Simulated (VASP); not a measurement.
# Bi (I4/mmm) in VASP: notebook

Bi is run at these levels: PBE+D3(BJ); tasks: single point.

Program: VASP 6.6.1. These are calculated values, not measurements. Logs are shortened: lines on timing, memory, paths and dates and some standing lists are left out, and cuts for length are marked.

## Step 1: The cell of the first run

The structure is tetragonal, space group I4/mmm (No. 139). Conventional cell: a = 3.823 Å, b = 3.823 Å, c = 4.119 Å, α = 90.00°, β = 90.00°, γ = 90.00°. Bi (site symmetry 4/mmm) has 14 Bi at 3.40 to 4.12 Å within 4.5 Å.

## Step 2: Single point, PBE+D3(BJ) (volume 30.094 Å^3 an atom, c/a of the conventional cell 1.0776)

The input, INCAR:

```
SYSTEM = Bi
PREC = Accurate
ENCUT = 520
EDIFF = 1E-6
ISMEAR = 0
SIGMA = 0.15
LREAL = .False.
LASPH = .True.
NELM = 80
ALGO = Fast
ISIF = 2
LWAVE = .False.
LCHARG = .False.
GGA = PE
IVDW = 12
NBANDS = 14
```

The input, KPOINTS:

```
regular mesh
0
Gamma
  18 18 18
  0 0 0
```

The input, POSCAR:

```
Bi
1.0
   -1.9112574916      1.9112574916      2.0595710730
    1.9112574916     -1.9112574916      2.0595710730
    1.9112574916      1.9112574916     -2.0595710730
Bi
1
Direct
    0.0000000000      0.0000000000      0.0000000000
```

Potentials or basis: VASP PAW PBE potentials, release 64 (Bi_d).

The run is started by

```sh
$ cat potpaw_PBE.64/Bi_d/POTCAR > POTCAR
$ mpirun -np 1 vasp_std > vasp.out
```

OUTCAR:

```text
SYSTEM = Bi
   PREC = Accurate
   ENCUT = 520
   EDIFF = 1E-6
   ISMEAR = 0
   LREAL = .False.
   LASPH = .True.
   NELM = 80
   ISIF = 2
   GGA = PE
   IVDW = 12
 IVDW          = 12

 ion  position               nearest neighbor table
   1  0.000  0.000  0.000-

  LATTYP: Found a body centered tetragonal cell.
 ALAT       =     3.8225149832
 C/A-ratio  =     1.0776000000

  Lattice vectors:

 A1 = (  -1.9112574916,   1.9112574916,   2.0595710730)
 A2 = (   1.9112574916,  -1.9112574916,   2.0595710730)
 A3 = (   1.9112574916,   1.9112574916,  -2.0595710730)

Analysis of symmetry for initial positions (statically):
=====================================================================
 Subroutine PRICEL returns:
 Original cell was already a primitive cell.

 Routine SETGRP: Setting up the symmetry group for a
 body centered tetragonal supercell.

 Subroutine GETGRP returns: Found 16 space group operations
 (whereof 16 operations were pure point group operations)
 out of a pool of 16 trial point group operations.

The static configuration has the point symmetry D_4h.

Analysis of symmetry for dynamics (positions and initial velocities):
=====================================================================
 Subroutine PRICEL returns:
 Original cell was already a primitive cell.

 Routine SETGRP: Setting up the symmetry group for a
 body centered tetragonal supercell.

 Subroutine GETGRP returns: Found 16 space group operations
 (whereof 16 operations were pure point group operations)
 out of a pool of 16 trial point group operations.

The dynamic configuration has the point symmetry D_4h.

 Subroutine INISYM returns: Found 16 space group operations
 (whereof 16 operations are pure point group operations),
 and found     1 'primitive' translations

----------------------------------------------------------------------------------------

                                     Primitive cell

  volume of cell :      30.0937

  direct lattice vectors                    reciprocal lattice vectors
    -1.911257492  1.911257492  2.059571073     0.000000000  0.261607869  0.242768995
     1.911257492 -1.911257492  2.059571073     0.261607869  0.000000000  0.242768995
     1.911257492  1.911257492 -2.059571073     0.261607869  0.261607869  0.000000000

  length of vectors
     3.398182368  3.398182368  3.398182368     0.356896991  0.356896991  0.369969397

  position of ions in fractional coordinates (direct lattice)
     0.000000000  0.000000000  0.000000000

  ion indices of the primitive-cell ions
   primitive index   ion index
                 1           1

----------------------------------------------------------------------------------------

 KPOINTS: regular mesh

Automatic generation of k-mesh.
 Grid dimensions read from file:
 generate k-points for:   18   18   18

 Generating k-lattice:

  Cartesian coordinates                     Fractional coordinates (reciprocal lattice)
     0.000000000  0.014533771  0.013487166     0.055555556  0.000000000 -0.000000000
     0.014533771  0.000000000  0.013487166     0.000000000  0.055555556 -0.000000000
     0.014533771  0.014533771  0.000000000     0.000000000  0.000000000  0.055555556

  Length of vectors
     0.019827611  0.019827611  0.020553855

  Shift w.r.t. Gamma in fractional coordinates (k-lattice)
     0.000000000  0.000000000  0.000000000

 Subroutine IBZKPT returns following result:
 ===========================================

 Found    480 irreducible k-points:

 Following reciprocal coordinates:
            Coordinates               Weight
  0.000000  0.000000  0.000000      1.000000
  0.055556 -0.000000  0.000000      8.000000
  0.111111 -0.000000  0.000000      8.000000
  0.166667 -0.000000  0.000000      8.000000
  0.222222 -0.000000  0.000000      8.000000
  0.277778 -0.000000  0.000000      8.000000
[... 16 lines left out ...]
 -0.277778  0.055556 -0.000000     16.000000
 -0.222222  0.055556 -0.000000     16.000000
 [... further k-points ...]
   k-points           NKPTS =    480   k-points in BZ     NKDIM =    480   number of bands    NBANDS=     14
   number of dos      NEDOS =    301   number of ions     NIONS =      1
   total plane-waves  NPLWV =  21952
   dimension x,y,z NGX =    28 NGY =   28 NGZ =   28
   dimension x,y,z NGXF=    56 NGYF=   56 NGZF=   56
   ions per type =               1
   NGX,Y,Z   is equivalent  to a cutoff of  13.70, 13.70, 13.70 a.u.
   NGXF,Y,Z  is equivalent  to a cutoff of  27.40, 27.40, 27.40 a.u.
 SYSTEM =  Bi
   PREC   = accura    normal or accurate (medium, high low for compatibility)
   ISTART =      0    job   : 0-new  1-cont  2-samecut
   ICHARG =      2    charge: 1-file 2-atom 10-const
   ISPIN  =      1    spin polarized calculation?
   LNONCOLLINEAR =      F non collinear calculations
   LSORBIT =      F    spin-orbit coupling
   LASPH  =      T    aspherical Exc in radial PAW
   ENCUT  =  520.0 eV  38.22 Ry    6.18 a.u.   6.32  6.32  6.32*2*pi/ulx,y,z
   NELM   =     80;   NELMIN=  2; NELMDL= -5     # of ELM steps
   EDIFF  = 0.1E-05   stopping-criterion for ELM
   LREAL  =      F    real-space projection
   EDIFFG = 0.1E-04   stopping-criterion for IOM
   NSW    =      0    number of steps for IOM
   IBRION =     -1    ionic relax: 0-MD 1-quasi-New 2-CG
   NFREE  =      0    steps in history (QN), initial steepest desc. (CG)
   ISIF   =      2    stress and relaxation
   ISYM   =      2    0-nonsym 1-usesym 2-fastsym
   POTIM  = 0.5000    time-step for ionic-motion
   TEBEG  =    0.0;   TEEND  =   0.0 temperature during run
   PSTRESS=    0.0 pullay stress
   NELECT =      15.0000    total number of electrons
   NUPDOWN=      -1.0000    fix difference up-down
   EMIN   =  10.00;   EMAX   =-10.00  energy-range for DOS
   EFERMI =   0.00;   METHOD = LEGACY
   ISMEAR =     0;   SIGMA  =   0.15  broadening in eV -4-tet -1-fermi 0-gaus
   EFERMI_NEDOS =   21; number of points for ismear=-14 and -15
   IALGO  =     68    algorithm
   IMIX   =      4    mixing-type and parameters
     AMIX     =   0.40;   BMIX     =  1.00
     AMIX_MAG =   1.60;   BMIX_MAG =  1.00
  volume/ion in A,a.u.               =      30.09       203.08
  Fermi-wavevector in a.u.,A,eV,Ry     =   1.298016  2.452895 22.923731  1.684847
  Thomas-Fermi vector in A             =   2.429372
   LORBIT       =      0    0 simple, 1 ext, 2 COOP (PROOUT), +10 PAW based schemes
   GGA     = PE    functional components
   LHFCALC =     F    Hartree Fock is set to
   AEXX    =    0.0000 exact exchange contribution
   IVDW    =    12    specifies the selected vdW correction
   LEPSILON=     F    determine dielectric tensor
   LRPA    =     F    only Hartree local field effects (RPA)
 non-spin polarized calculation
 RMM-DIIS sequential band-by-band and
 Gauss-broadening in eV      SIGMA  =   0.15
  energy-cutoff  :      520.00
  volume of cell :       30.09
 maximum number of plane-waves:       826
 NGX is ok and might be reduce to    28
   NGX = 13   NGY = 13   NGZ = 13

 number of electron      14.9999997 magnetization

 Free energy of the ion-electron system (eV)
  ---------------------------------------------------
  ext. energy  EPLUGINS =         0.00000000
  ---------------------------------------------------
  free energy    TOTEN  =        -3.74108153 eV

  energy without entropy =       -3.73425364  energy(sigma->0) =       -3.73766759

 E-fermi :   8.3583     XC(G=0): -10.4535

 val. band max:        8.3534832657   @ k =  -0.2222  -0.3889   0.1667
 cond. band min:       8.3612580488   @ k =   0.2778   0.1667   0.0000
 fundamental gap:      0.0077747830
 Fermi energy:         8.3582843268

 k-point     1 :       0.0000    0.0000    0.0000
  band No.  band energies     occupation
      1     -14.7274      2.00000
      2     -14.7274      2.00000
      3     -14.7066      2.00000
      4     -14.5990      2.00000
      5     -14.5680      2.00000
      6      -5.4156      2.00000
      7      13.5417      0.00000
      8      13.7640      0.00000
      9      13.7640      0.00000
     10      17.8612      0.00000
     11      18.2917      0.00000
     12      19.2464      0.00000
     13      19.2468      0.00000
     14      19.8326      0.00000

 k-point     2 :       0.0556   -0.0000    0.0000
  band No.  band energies     occupation
      1     -14.7251      2.00000
      2     -14.7250      2.00000
      3     -14.7037      2.00000
      4     -14.5998      2.00000
      5     -14.5691      2.00000
      6      -5.3582      2.00000
      7      12.9606      0.00000
      8      13.5911      0.00000
      9      13.6222      0.00000
     10      17.8796      0.00000
     11      18.3696      0.00000
     12      18.9157      0.00000
     13      18.9531      0.00000
     14      20.1700      0.00000

 k-point     3 :       0.1111   -0.0000    0.0000
  band No.  band energies     occupation
      1     -14.7241      2.00000
      2     -14.7181      2.00000
      3     -14.6892      2.00000
      4     -14.6022      2.00000
      5     -14.5720      2.00000
      6      -5.1867      2.00000
      7      11.5295      0.00000
      8      13.1444      0.00000
      9      13.4966      0.00000
     10      17.2014      0.00000
     11      18.3801      0.00000
     12      18.6005      0.00000
     13      19.2210      0.00000
     14      20.8283      0.00000
[... 324 lines left out ...]
 k-point    23 :      -0.2778    0.0556   -0.0000
  band No.  band energies     occupation
      1     -14.7356      2.00000
      2     -14.6966      2.00000
      3     -14.6095      2.00000
      4     -14.6052      2.00000
      5     -14.5798      2.00000
      6      -4.2227      2.00000
      7       7.4246      2.00000
      8      11.4381      0.00000
      9      12.6326      0.00000
     10      16.0971      0.00000
     11      17.2369      0.00000
     12      18.2218      0.00000
     13      21.1477      0.00000
     14      22.2321      0.00000

 k-point    24 :      -0.2222    0.0556   -0.0000
  band No.  band energies     occupation
      1     -14.7294      2.00000
      2     -14.7055      2.00000
      3     -14.6413      2.00000
      4     -14.6055      2.00000
      5     -14.5778      2.00000
      6      -4.6627      2.00000
      7       8.9753      0.00000
      8      12.0734      0.00000
      9      12.8865      0.00000
     10      16.5669      0.00000
     11      17.3797      0.00000
     12      18.3776      0.00000
     13      20.4698      0.00000
     14      21.2911      0.00000

 [... further k-points ...]

------------------------ aborting loop because EDIFF is reached ----------------------------------------

 Edisp (eV)   -0.52373

 E8    (eV) :    -0.2573

  FORCE on cell =-STRESS in cart. coord.  units (eV):
  Direction    XX          YY          ZZ          XY          YZ          ZX
  --------------------------------------------------------------------------------------
  -------------------------------------------------------------------------------------
  Total       0.08370     0.08370    -0.08926     0.00000     0.00000     0.00000
  in kB       4.45629     4.45629    -4.75198     0.00000     0.00000     0.00000
  external pressure =        1.39 kB  Pullay stress =        0.00 kB

 VOLUME and BASIS-vectors are now :
 -----------------------------------------------------------------------------
  energy-cutoff  :      520.00
  volume of cell :       30.09
      direct lattice vectors                 reciprocal lattice vectors
    -1.911257492  1.911257492  2.059571073     0.000000000  0.261607869  0.242768995
     1.911257492 -1.911257492  2.059571073     0.261607869  0.000000000  0.242768995
     1.911257492  1.911257492 -2.059571073     0.261607869  0.261607869  0.000000000

 POSITION                                       TOTAL-FORCE (eV/Angst)
 -----------------------------------------------------------------------------------
      0.00000      0.00000      0.00000         0.000000     -0.000000      0.000000
 -----------------------------------------------------------------------------------
    total drift:                               -0.000000     -0.000000     -0.000000

  FREE ENERGIE OF THE ION-ELECTRON SYSTEM (eV)
  ---------------------------------------------------
  free  energy   TOTEN  =        -4.2648149083 eV

  energy  without entropy=       -4.2579870208  energy(sigma->0) =       -4.26140096
```

It took 88 s on 1 thread of Intel Xeon 6975P-C (Granite Rapids), shared host; peak memory 0.3 GiB.

What came out:

```yaml
Free_energy: -4.2648 eV
Pressure: 0.1 GPa
Dispersion_energy_per_atom: -0.524 eV
```

Caveat: spin-orbit coupling is left out, which moves the levels of the heavy elements; pairwise dispersion overbinds metals, which lowers pressure and volume.

(Continued in part 2 of 2.)
